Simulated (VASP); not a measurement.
Ca3Y, 16 atoms in the cell. Symmetry: Fm-3m, No. 225, cubic system. Conventional cell: a = 8.491 Å, b = 8.491 Å, c = 8.491 Å, α = 90.00°, β = 90.00°, γ = 90.00°. Ca (site symmetry -43m) has 10 Ca at 3.68 to 4.25 Å and 4 Y at 3.68 Å within 4.8 Å. Within 4.8 Å of Ca (site symmetry m-3m) lie 8 Ca at 3.68 Å and 6 Y at 4.25 Å. Within 4.8 Å of Y (site symmetry m-3m) lie 14 Ca at 3.68 to 4.25 Å. 

| Item | Value |
| --- | --- |
| Program | VASP 6.6.1 |
| Task | single point |
| Functional | PBEsol |
| Potentials or basis | VASP PAW PBE potentials, release 64 (Ca_sv, Y_sv) |
| Cutoff | 500 eV |
| k mesh | 1 × 1 × 2 |
| Occupations | fermi-dirac, width 0.1 eV |
| Spin | no spin polarisation |
| Dipole correction | no |
| Further INCAR settings | ALGO = Normal; EDIFF = 1e-06; NBANDS = 96 |

Potentials or basis: VASP PAW PBE potentials, release 64 (Ca_sv, Y_sv).

The run is started by

```console
$ cat potpaw_PBE.64/Ca_sv/POTCAR potpaw_PBE.64/Y_sv/POTCAR > POTCAR
$ mpirun -np 1 vasp_std > vasp.out
```

Hardware: 1 thread of AMD EPYC 9R45 96-Core Processor (Zen 5) (shared host).

**Question.** How long does it take, and how much memory?

**Answer.** Wall time 6.9 min on 1 thread of AMD EPYC 9R45 96-Core Processor (Zen 5), on a shared host, peak memory 0.75 GiB. Counts: scf iterations 36, k points 2.
